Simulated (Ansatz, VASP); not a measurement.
## One calculation of HfB2, two programs

```
Hf B
1.0
     3.14000    0.00000    0.00000
    -1.57000    2.71932    0.00000
     0.00000    0.00000    3.48000
Hf B
1 2
Direct
  0.00000 0.00000 0.00000
  0.33333 0.66667 0.50000
  0.66667 0.33333 0.50000
```

Alike in both runs: task single point; functional r2SCAN; k mesh 4 × 4 × 3; no spin polarisation.

```csv
,VASP,Ansatz
version,VASP 6.6.1,Ansatz 0.2.0
potentials or method,"VASP PAW PBE potentials, release 64 (Hf_pv, B)","plane waves, PAW"
plane-wave cutoff (eV),520,500
occupations,"methfessel-paxton of order 1, width 0.1 eV",cold
valence electrons in the cell,16,32
```

|  | VASP | Ansatz | Ansatz less VASP |
| --- | --- | --- | --- |
| pressure (GPa) | -1.1 | -0.4 | +0.63 |
| traceless stress, the component that is largest in VASP (GPa) | 0.52 | 0.45 | -0.068 |

VASP's potentials were made for PBE, not for r2SCAN. VASP's potentials hold 16 valence electrons a cell and Ansatz's 32, so a difference there can come from the potentials and not from the codes.

The k mesh is coarse, so the values compare programs but aren't converged. Neither program's run includes spin-orbit coupling.
